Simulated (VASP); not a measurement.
# Re (P4/mmm) in VASP: notebook, part 2 of 2

VASP 6.6.1. The steps go on from the part before.

## 3. Single point, PBE

This run uses another cell than the first one, of 17.15 Å³/atom.

Input file INCAR:

```
  PREC = Accurate
  ENCUT = 520
  EDIFF = 1E-6
  ISMEAR = 0
  SIGMA = 0.1
  LREAL = F
  LASPH = T
  NELM = 80
  ALGO = Normal
  ISIF = 2
  LWAVE = F
  LCHARG = T
  GGA = PE
  LELF = T
  LVHAR = T
  NBANDS = 10
```

Input file KPOINTS:

```
Automatic mesh
0
Gamma
  22 22 20
```

Input file POSCAR:

```
Re
1.0
    2.5581718315      0.0000000000      0.0000000000
    0.0000000000      2.5581718315      0.0000000000
    0.0000000000      0.0000000000      2.6208688953
Re
1
Direct
    0.0000000000      0.0000000000      0.0000000000
```

Potentials or basis: VASP PAW PBE potentials, release 64 (Re).

Command:

```
$ cat potpaw_PBE.64/Re/POTCAR > POTCAR
$ mpirun -np 1 vasp_std > vasp.out
```

OUTCAR:

```text
PREC = Accurate
   ENCUT = 520
   EDIFF = 1E-6
   ISMEAR = 0
   LREAL = F
   LASPH = T
   NELM = 80
   ISIF = 2
   GGA = PE

 ion  position               nearest neighbor table
   1  0.000  0.000  0.000-

  LATTYP: Found a simple tetragonal cell.
 ALAT       =     2.5581718315
 C/A-ratio  =     1.0245085428

  Lattice vectors:

 A1 = (   2.5581718315,   0.0000000000,   0.0000000000)
 A2 = (   0.0000000000,   2.5581718315,   0.0000000000)
 A3 = (   0.0000000000,   0.0000000000,   2.6208688953)

Analysis of symmetry for initial positions (statically):
=====================================================================
 Subroutine PRICEL returns:
 Original cell was already a primitive cell.

 Routine SETGRP: Setting up the symmetry group for a
 simple tetragonal supercell.

 Subroutine GETGRP returns: Found 16 space group operations
 (whereof 16 operations were pure point group operations)
 out of a pool of 16 trial point group operations.

The static configuration has the point symmetry D_4h.

Analysis of symmetry for dynamics (positions and initial velocities):
=====================================================================
[... 166 lines left out ...]
      1      -2.5504      2.00000
      2       1.2211      2.00000
      3       1.3791      2.00000
      4      10.0185      0.00000
      5      10.0185      0.00000
      6      10.2600      0.00000
      7      21.2608      0.00000
      8      22.2734      0.00000
      9      22.2734      0.00000
     10      27.8671      0.00000
[... 287 lines left out ...]
 k-point    24 :       0.0909    0.0909    0.0000
  band No.  band energies     occupation
      1      -1.9940      2.00000
      2       1.6369      2.00000
      3       1.6993      2.00000
      4       9.4281      0.00000
      5       9.5339      0.00000
      6       9.7226      0.00000
      7      21.0307      0.00000
      8      21.5884      0.00000
      9      22.4394      0.00000
     10      28.3660      0.00000

 [... further k-points ...]

------------------------ aborting loop because EDIFF is reached ----------------------------------------

  FORCE on cell =-STRESS in cart. coord.  units (eV):
  Direction    XX          YY          ZZ          XY          YZ          ZX
  --------------------------------------------------------------------------------------
  -------------------------------------------------------------------------------------
  Total       -0.1358923     -0.1358923     -0.0739260      0.0000000      0.0000000      0.0000000
  in kB      -12.6940634    -12.6940634     -6.9056307      0.0000000      0.0000000      0.0000000
  external PRESSURE =     -10.7645858 kB  Pullay stress =       0.0000000 kB

 VOLUME and BASIS-vectors are now :
 -----------------------------------------------------------------------------
  energy-cutoff  :      520.00
  volume of cell :       17.15
      direct lattice vectors                 reciprocal lattice vectors
     2.558171832  0.000000000  0.000000000     0.390904156  0.000000000  0.000000000
     0.000000000  2.558171832  0.000000000     0.000000000  0.390904156  0.000000000
     0.000000000  0.000000000  2.620868895     0.000000000  0.000000000  0.381552851

 POSITION                                       TOTAL-FORCE (eV/Angst)
 -----------------------------------------------------------------------------------
      0.00000      0.00000      0.00000         0.000000      0.000000      0.000000
 -----------------------------------------------------------------------------------
    total drift:                               -0.000000      0.000000     -0.000000

  FREE ENERGIE OF THE ION-ELECTRON SYSTEM (eV)
  ---------------------------------------------------
  free  energy   TOTEN  =       -11.0666146016 eV

  energy  without entropy=      -11.0606319274  energy(sigma->0) =      -11.06362326
```

Wall time 1.9 min (1 thread of Oxide Virtual Turin-like, shared host); peak memory 0.22 GiB.

What came out:

| Quantity | Value |
| --- | --- |
| Free energy | -11.0666 eV |
| Pressure | -1.1 GPa |
| Band gap on the k mesh | zero (an odd number of electrons rules out a gap without spin polarisation) |

Stress tensor (GPa, compression positive):
```
-1.27  0.00  0.00
 0.00 -1.27  0.00
 0.00  0.00 -0.69
```

Levels at points of the mesh, in eV from the Fermi level:
| k point | band 1 | band 2 | band 3 | band 4 | band 5 | band 6 | band 7 |
| --- | --- | --- | --- | --- | --- | --- | --- |
| (0.00, 0.00, 0.00) | -9.21 | -5.44 | -5.28 | 3.36 | 3.36 | 3.60 | 14.60 |
| (0.50, 0.00, 0.00) | -5.73 | -4.33 | -0.96 | -0.47 | -0.09 | 3.76 | 8.52 |
| (0.50, 0.50, 0.00) | -6.43 | -3.57 | 0.30 | 0.30 | 4.83 | 4.83 | 6.27 |
| (0.00, 0.00, 0.50) | -6.03 | -4.63 | -1.21 | 0.13 | 0.13 | 3.92 | 7.61 |
| (0.50, 0.00, 0.50) | -6.27 | -4.03 | 0.53 | 0.87 | 4.51 | 4.53 | 5.89 |
| (0.50, 0.50, 0.50) | -5.01 | -4.64 | -4.64 | 6.08 | 6.49 | 7.94 | 11.33 |

Caveat: spin-orbit coupling is left out, which moves the levels of the heavy elements.

## 4. Relaxation of cell and atoms, PBE

Input file INCAR:

```
SYSTEM = Re
  PREC = Accurate
  ENCUT = 600
  EDIFF = 1E-6
  ISMEAR = 0
  SIGMA = 0.1
  LREAL = .FALSE.
  LASPH = .TRUE.
  NELM = 100
  ALGO = Fast
  ISIF = 3
  LWAVE = .FALSE.
  LCHARG = .FALSE.
  GGA = PE
  IBRION = 2
  NSW = 100
  EDIFFG = -0.01
```

Input file KPOINTS:

```
regular mesh
0
G
  22 22 20
  0 0 0
```

Input file POSCAR:

```
Re
1.0
    2.5609285754      0.0000000000      0.0000000000
    0.0000000000      2.5609285754      0.0000000000
    0.0000000000      0.0000000000      2.6239164403
Re
1
Direct
    0.0000000000      0.0000000000      0.0000000000
```

Potentials or basis: VASP PAW PBE potentials, release 64 (Re).

Command:

```
$ cat potpaw_PBE.64/Re/POTCAR > POTCAR
$ mpirun -np 1 vasp_std > vasp.out
```

OUTCAR:

```text
SYSTEM = Re
   PREC = Accurate
   ENCUT = 600
   EDIFF = 1E-6
   ISMEAR = 0
   LREAL = .FALSE.
   LASPH = .TRUE.
   NELM = 100
   ISIF = 3
   GGA = PE
   IBRION = 2
   NSW = 100
   EDIFFG = -0.01

 ion  position               nearest neighbor table
   1  0.000  0.000  0.000-

  LATTYP: Found a simple tetragonal cell.
 ALAT       =     2.5609285754
 C/A-ratio  =     1.0245957133

  Lattice vectors:

 A1 = (   2.5609285754,   0.0000000000,   0.0000000000)
 A2 = (   0.0000000000,   2.5609285754,   0.0000000000)
 A3 = (   0.0000000000,   0.0000000000,   2.6239164403)

Analysis of symmetry for initial positions (statically):
=====================================================================
 Subroutine PRICEL returns:
 Original cell was already a primitive cell.

 Routine SETGRP: Setting up the symmetry group for a
 simple tetragonal supercell.

 Subroutine GETGRP returns: Found 16 space group operations
 (whereof 16 operations were pure point group operations)
 out of a pool of 16 trial point group operations.

The static configuration has the point symmetry D_4h.

Analysis of symmetry for dynamics (positions and initial velocities):
=====================================================================
 Subroutine PRICEL returns:
 Original cell was already a primitive cell.

 Routine SETGRP: Setting up the symmetry group for a
 simple tetragonal supercell.

 Subroutine GETGRP returns: Found 16 space group operations
 (whereof 16 operations were pure point group operations)
 out of a pool of 16 trial point group operations.

The dynamic configuration has the point symmetry D_4h.

 Subroutine INISYM returns: Found 16 space group operations
 (whereof 16 operations are pure point group operations),
[... 140 lines left out ...]
  ext. energy  EPLUGINS =         0.00000000
  ---------------------------------------------------
  free energy    TOTEN  =       -11.06671881 eV

  energy without entropy =      -11.06069826  energy(sigma->0) =      -11.06370854

------------------------ aborting loop because EDIFF is reached ----------------------------------------

  FORCE on cell =-STRESS in cart. coord.  units (eV):
  Direction    XX          YY          ZZ          XY          YZ          ZX
  --------------------------------------------------------------------------------------
  -------------------------------------------------------------------------------------
  Total       -0.2361322     -0.2361322     -0.1671469      0.0000000      0.0000000      0.0000000
  in kB      -21.9847166    -21.9847166    -15.5619519      0.0000000      0.0000000      0.0000000
  external PRESSURE =     -19.8437950 kB  Pullay stress =       0.0000000 kB
[... 86 lines left out ...]
  FREE ENERGIE OF THE ION-ELECTRON SYSTEM (eV)
  ---------------------------------------------------
  free  energy   TOTEN  =       -11.0674709651 eV

  energy  without entropy=      -11.0615070882  energy(sigma->0) =      -11.06448903

[... ionic steps 4 to 9 ...]

--------------------------------------- Ionic step       10  -------------------------------------------

 number of electron       6.9999999 magnetization

------------------------ aborting loop because EDIFF is reached ----------------------------------------
[... 65 lines left out ...]
--------------------------------------- Ionic step       12  -------------------------------------------

 number of electron       6.9999999 magnetization

 Free energy of the ion-electron system (eV)
  ---------------------------------------------------
  ext. energy  EPLUGINS =         0.00000000
  ---------------------------------------------------
  free energy    TOTEN  =       -11.06874781 eV

  energy without entropy =      -11.06303264  energy(sigma->0) =      -11.06589022

 E-fermi :   6.6505     XC(G=0): -12.7448

 val. band max:        6.6491486245   @ k =   0.3636   0.0909   0.5000
 cond. band min:       6.6519910968   @ k =   0.4545   0.4545   0.2500
 fundamental gap:      0.0028424723
 Fermi energy:         6.6504715929

 k-point     1 :       0.0000    0.0000    0.0000
  band No.  band energies     occupation
      1      -2.5424      2.00000
      2       1.1459      2.00000
      3       1.4312      2.00000
      4       9.9862      0.00000
      5       9.9862      0.00000
      6      10.4705      0.00000
      7      20.6521      0.00000
[... 221 lines left out ...]
 k-point    24 :       0.0909    0.0909    0.0000
  band No.  band energies     occupation
      1      -1.9675      2.00000
      2       1.6459      2.00000
      3       1.7055      2.00000
      4       9.4471      0.00000
      5       9.6066      0.00000
      6       9.6663      0.00000
      7      21.3357      0.00000

 [... further k-points ...]

------------------------ aborting loop because EDIFF is reached ----------------------------------------

  FORCE on cell =-STRESS in cart. coord.  units (eV):
  Direction    XX          YY          ZZ          XY          YZ          ZX
  --------------------------------------------------------------------------------------
  -------------------------------------------------------------------------------------
  Total        0.0029879      0.0029879     -0.0055906      0.0000000      0.0000000     -0.0000000
  in kB        0.2796464      0.2796464     -0.5232415      0.0000000      0.0000000     -0.0000000
  external PRESSURE =       0.0120171 kB  Pullay stress =       0.0000000 kB
[... 16 lines left out ...]
  FREE ENERGIE OF THE ION-ELECTRON SYSTEM (eV)
  ---------------------------------------------------
  free  energy   TOTEN  =       -11.0687478058 eV

  energy  without entropy=      -11.0630326425  energy(sigma->0) =      -11.06589022

 reached required accuracy - stopping structural energy minimisation
```

OSZICAR:

```text
N       E                     dE             d eps       ncg     rms          rms(c)
DAV:   1     0.620366134355E+01    0.62037E+01   -0.36560E+03 19215   0.118E+03
DAV:   2    -0.107473861025E+02   -0.16951E+02   -0.15996E+02 13412   0.109E+02
DAV:   3    -0.115609671092E+02   -0.81358E+00   -0.78838E+00 19698   0.282E+01
[... 82 lines left out ...]
       N       E                     dE             d eps       ncg     rms          rms(c)
DAV:   1    -0.110687738892E+02   -0.33038E-04   -0.17392E-03 18788   0.177E+00    0.550E-02
RMM:   2    -0.110687522851E+02    0.21604E-04   -0.37427E-06  8633   0.768E-02    0.110E-02
RMM:   3    -0.110687479068E+02    0.43782E-05   -0.17748E-05 12932   0.677E-02    0.918E-03
RMM:   4    -0.110687478058E+02    0.10104E-06   -0.11668E-06  8735   0.332E-02
  12 F= -.11068748E+02 E0= -.11065890E+02  d E =-.635939E-05
```

CONTCAR:

```text
Re
   1.00000000000000
     2.5358525763834274    0.0000000000000000    0.0000000000000001
     0.0000000000000000    2.5358525763834274    0.0000000000000000
    -0.0000000000000002    0.0000000000000000    2.6620779408044828
  Re
     1
Direct
     1.0000000000000000    0.0000000000000000    0.0000000000000000

  0.00000000E+00  0.00000000E+00  0.00000000E+00
```

Wall time 9.8 min (1 thread of Oxide Virtual Turin-like, shared host); peak memory 0.25 GiB.

Results:

| Property | Result |
| --- | --- |
| Free energy | -11.0687 eV |
| Relaxed volume | 17.12 Å³/atom |
| Relaxed cell | a = 2.536 Å, b = 2.536 Å, c = 2.662 Å, α = 90.00°, β = 90.00°, γ = 90.00° |
| Space group after relaxing (to 0.1 Å) | P4/mmm (No. 123) |
| Energy gained by relaxing | 2.0 meV/atom |
| Ionic steps | 12 |
| Pressure after relaxing | 0.0 GPa |
| Band gap on the k mesh | zero (an odd number of electrons rules out a gap without spin polarisation) |

Step by step:
| step | energy change (eV) | largest force (eV/Å) | pressure (GPa) | volume (Å³) |
| --- | --- | --- | --- | --- |
| 1 | 0.0000 | 0.0000 | -1.98 | 17.21 |
| 2 | 0.0074 | 0.0000 | 6.67 | 16.68 |
| 3 | -0.0008 | 0.0000 | 0.06 | 17.08 |
| 4 | -0.0008 | 0.0000 | 0.10 | 17.08 |
| 5 | -0.0006 | 0.0000 | -0.93 | 17.15 |
| 6 | -0.0008 | 0.0000 | -0.03 | 17.09 |
| 7 | -0.0009 | 0.0000 | -0.02 | 17.09 |
| 8 | -0.0013 | 0.0000 | 0.08 | 17.09 |
| 9 | -0.0020 | 0.0000 | 0.33 | 17.10 |
| 10 | -0.0020 | 0.0000 | -0.32 | 17.14 |
| 11 | -0.0020 | 0.0000 | 0.11 | 17.11 |
| 12 | -0.0020 | 0.0000 | 0.00 | 17.12 |

Final structure:
```cif
data_structure
_symmetry_space_group_name_H-M 'P 1'
_symmetry_Int_Tables_number 1
_cell_length_a 2.5359
_cell_length_b 2.5359
_cell_length_c 2.6621
_cell_angle_alpha 90.000
_cell_angle_beta 90.000
_cell_angle_gamma 90.000
_cell_volume 17.12
loop_
_atom_site_label
_atom_site_type_symbol
_atom_site_fract_x
_atom_site_fract_y
_atom_site_fract_z
_atom_site_occupancy
Re1 Re 0.00000 0.00000 0.00000 1
```

Levels at points of the mesh, in eV from the Fermi level:
```csv
k point,band 1,band 2,band 3,band 4,band 5,band 6
"(0.00, 0.00, 0.00)",-9.19,-5.50,-5.22,3.34,3.34,3.82
"(0.50, 0.00, 0.00)",-5.63,-4.22,-0.84,-0.77,0.00,3.77
"(0.50, 0.50, 0.00)",-6.53,-3.25,0.07,0.07,5.09,5.09
"(0.00, 0.00, 0.50)",-6.20,-4.80,-1.34,0.42,0.42,4.09
"(0.50, 0.00, 0.50)",-6.22,-4.15,0.55,1.19,4.45,4.48
"(0.50, 0.50, 0.50)",-5.24,-4.51,-4.51,5.92,6.77,7.98
```

Caveat: spin-orbit coupling is left out, which moves the levels of the heavy elements.

## 5. Overview

| task | cell | k mesh | cutoff (eV) | gap on the mesh (eV) | pressure (GPa) |
| --- | --- | --- | --- | --- | --- |
| single point | a = 2.561, b = 2.561, c = 2.624 Å, 1 atom | 8 × 8 × 6 | 520 | none | -1.9 |
| single point | a = 2.558, b = 2.558, c = 2.621 Å, 1 atom | 22 × 22 × 20 | 520 | none | -1.1 |
| relaxation of cell and atoms | relaxed from a = 2.561, b = 2.561, c = 2.624 Å, 1 atom | 22 × 22 × 20 | 600 | none | 0.0 |

Alike in all rows: level PBE; potentials or basis VASP PAW PBE potentials, release 64 (Re); no spin polarisation; smearing gaussian 0.1 eV.

Caveats: some runs use coarse meshes; spin-orbit coupling is left out, which moves the levels of the heavy elements.

Absolute energies hang on the potentials; compare differences alone.

The gap in the log of VASP goes by the Fermi energy; the results here count the filled bands.